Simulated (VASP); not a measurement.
Nb: single point with LDA

The system is Nb, a slab with vacuum.

```
CELL_PARAMETERS angstrom
6.60000 0.00000 0.00000
0.00000 6.60000 0.00000
0.00000 0.00000 15.95000
ATOMIC_POSITIONS crystal
Nb 0.25000 0.25000 0.06270
Nb 0.75000 0.25000 0.06270
Nb 0.25000 0.75000 0.06270
Nb 0.75000 0.75000 0.06270
Nb 0.99482 0.96574 0.14966
Nb 0.48141 0.98155 0.14972
Nb 0.01038 0.49880 0.16509
Nb 0.53161 0.49670 0.14701
Nb 0.27644 0.23364 0.25955
Nb 0.74117 0.25252 0.25567
Nb 0.25497 0.71315 0.25812
Nb 0.72739 0.75639 0.25676
Nb 0.99171 0.00162 0.34058
Nb 0.43412 0.99159 0.35144
Nb 0.01215 0.46767 0.37680
Nb 0.54523 0.49347 0.35781
```

- Program: VASP 6.6.1
- Task: single point
- Functional: LDA
- Potentials or basis: VASP PAW LDA potentials, release 64 (Nb_sv)
- Cutoff: 520 eV
- k mesh: 3 × 3 × 1
- Occupations: fermi-dirac, width 0.1 eV
- Spin: no spin polarisation
- Dipole correction: no
- Further INCAR settings: LREAL = Auto; ALGO = Normal; EDIFF = 1e-06; NBANDS = 118

- Largest force: 2.197 eV/Å
- Band gap on the k mesh: zero (band 104 reaches 2.66 eV, above the bottom of band 105 at 2.45 eV)

Forces in eV/Å, atoms in the order of the input:
```
Nb  -0.200 -0.199  0.540
Nb   0.683 -0.162  0.413
Nb  -0.206 -0.718 -0.061
Nb   0.254 -0.203 -0.261
Nb  -0.103  1.853  0.749
Nb   1.037  0.979  0.280
Nb  -0.075 -0.824 -0.990
Nb  -1.873 -0.367  0.872
Nb  -1.743  1.115 -0.740
Nb   0.776 -0.461  0.179
Nb  -0.499  0.485  0.513
Nb   1.290 -0.791  0.458
Nb   0.087  0.066  0.249
Nb   0.845 -0.673  0.286
Nb  -0.224 -0.062 -2.142
Nb  -0.051 -0.038 -0.345
```

Levels at points of the mesh, in eV from the Fermi level:
```
           k point  band 101  band 102  band 103  band 104  band 105  band 106  band 107  band 108
(0.00, 0.00, 0.00)     -0.11      0.06      0.08      0.10      0.17      0.23      0.27      0.36
```

Run time: 11 min on 1 thread of Intel(R) Xeon(R) 6975P-C (Granite Rapids), on a shared host, peak memory 0.62 GiB.
